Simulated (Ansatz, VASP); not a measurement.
## One calculation of BP, two programs

Contents of INCAR:

```
ALGO     = Normal         # electronic algorithm
EDIFF    = 1E-6           # SCF threshold, eV
ENCUT    = 520            # plane-wave cutoff, eV
GGA      = PE             # functional
ISIF     = 2              # what is computed and relaxed
ISMEAR   = 0              # smearing method
LASPH    = True           # aspherical terms in the spheres
LCHARG   = False          # write CHGCAR
LREAL    = False          # projectors in reciprocal space
LWAVE    = False          # write WAVECAR
NBANDS   = 11             # bands
NELM     = 60             # most SCF steps
PREC     = Accurate       # precision mode
SIGMA    = 0.027000000000000003 # smearing width, eV
```

The input KPOINTS:

```
k-points
0
Gamma
  10 10 10
```

POSCAR

```
BP
1.0
    0.0000000000      2.2690000000      2.2690000000
    2.2690000000      0.0000000000      2.2690000000
    2.2690000000      2.2690000000      0.0000000000
P B
1 1
Direct
    0.7500000000      0.7500000000      0.7500000000
    0.0000000000      0.0000000000      0.0000000000
```

File input.yaml:

```yaml
crystal:
  lattice:
    - [0.0, 2.269, 2.269]
    - [2.269, 0.0, 2.269]
    - [2.269, 2.269, 0.0]
  atoms:
    - { symbol: P, position: [0.75, 0.75, 0.75] }
    - { symbol: B, position: [0.0, 0.0, 0.0] }
kpoints:
  mp_grid: { grid: [10, 10, 10] }
scf:
  occupations: { method: gaussian, width: 0.027 }
hamiltonian:
  xc: pbe
  pseudopotentials: { kind: all_electron, lapw: { basis_error: 0.001 } }
output:
  forces: true
  stress: true
  eigenvalues: true
```

Alike in both runs: task single point; functional PBE; k mesh 10 × 10 × 10; occupations gaussian, width 0.027 eV; no spin polarisation.

```csv
,VASP,Ansatz
version,VASP 6.6.1,Ansatz 0.2.0
potentials or method,"VASP PAW PBE potentials, release 64 (P, B), cutoff 520 eV","all-electron LAPW, scalar-relativistic"
```

Ansatz gave:

- gap on the k mesh at the Fermi level (eV): 1.25
- least direct gap on the mesh (eV): 3.41
- pressure (GPa): 1.1

**Question.** What did VASP give for the same quantities?

**Answer.** gap on the k mesh at the Fermi level (eV): 1.24; least direct gap on the mesh (eV): 3.40; pressure (GPa): 0.9.

Ansatz ran all-electron here, and VASP with PAW potentials.
